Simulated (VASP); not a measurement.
Set up this calculation in VASP 6.6.1, as the native input.

```
Task                   : single point
Functional             : PBE
Potentials or basis    : VASP PAW PBE potentials, release 64 (Ti_sv, O)
Cutoff                 : 520 eV
k mesh                 : 6 × 6 × 10
Occupations            : gaussian, width 0.05 eV
Spin                   : no spin polarisation
Dipole correction      : no
Further INCAR settings : ALGO = Normal; EDIFF = 1e-06; NBANDS = 33
```

The structure of TiO2 lies in POSCAR:

```
TiO2
1.0
    4.7594848118      0.0000000000      0.0000000000
    0.0000000000      4.7594848118      0.0000000000
    0.0000000000      0.0000000000      3.0379602810
Ti O
2 4
Direct
    0.0000000000      0.0000000000      0.0000000000
    0.5000000000      0.5000000000      0.5000000000
    0.3050970583      0.3050970583      0.0000000000
    0.1949029417      0.8050970583      0.5000000000
    0.6949029417      0.6949029417      0.0000000000
    0.8050970583      0.1949029417      0.5000000000
```

The input as run:

INCAR

```
SYSTEM = TiO2
ALGO = Normal ; EDIFF = 1E-6
ENCUT = 520 ; GGA = PE
ISIF = 2 ; ISMEAR = 0
LASPH = .TRUE. ; LCHARG = .FALSE.
LREAL = .FALSE. ; LWAVE = .FALSE.
NBANDS = 33 ; NELM = 60
PREC = Accurate ; SIGMA = 0.05
```

KPOINTS

```
k-points
0
G
  6 6 10
  0 0 0
```

Potentials or basis: VASP PAW PBE potentials, release 64 (Ti_sv, O).

The run is started by

```console
$ cat potpaw_PBE.64/Ti_sv/POTCAR potpaw_PBE.64/O/POTCAR > POTCAR
$ mpirun -np 1 vasp_std > vasp.out
```

It gave:

```
Pressure               : -13.8 GPa
Largest force          : 0.327 eV/Å
Band gap on the k mesh : 1.65 eV, direct
```

Run time: 58 s on 1 thread of Intel(R) Xeon(R) Platinum 8481C CPU @ 2.70GHz (Sapphire Rapids) (shared host), peak memory 0.24 GiB.
